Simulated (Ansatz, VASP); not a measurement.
Two plane-wave programs on CdS

```
Cd S
1.0
     0.00000    2.67065    2.71195
     2.67065    0.00000    2.71195
     2.67065    2.67065    0.00000
Cd S
1 1
Direct
  0.00000 0.00000 0.00000
  0.50000 0.50000 0.50000
```

Change from the starting cell: strain -0.030 along x and y, -0.015 along z, atoms carried along.

Alike in both runs: task single point; functional LDA; k mesh 16 × 16 × 16; occupations gaussian, width 0.15 eV; no spin polarisation.

|  | VASP | Ansatz |
| --- | --- | --- |
| version | VASP 6.6.1 | Ansatz 0.2.0 |
| potentials or method | VASP PAW LDA potentials, release 64 (Cd, S), cutoff 520 eV | scalar-relativistic, plane waves, PAW |
| valence electrons in the cell | 18 | 26 |

Ansatz gave:

```
gap on the k mesh at the Fermi level (eV)                     : none
pressure (GPa)                                                : -1.4
traceless stress, the component that is largest in VASP (GPa) : -0.87
```

Question: What did VASP give for the same quantities?

Answer: gap on the k mesh at the Fermi level (eV): none; pressure (GPa): -0.7; traceless stress, the component that is largest in VASP (GPa): -0.94.

LDA's correlation is that of Perdew and Zunger in VASP and of Perdew and Wang (1992) in Ansatz. A gap of «none» marks a metal or a gap that the smearing closes. VASP's potentials hold 18 valence electrons a cell and Ansatz's 26, so a difference there can come from the potentials and not from the codes.
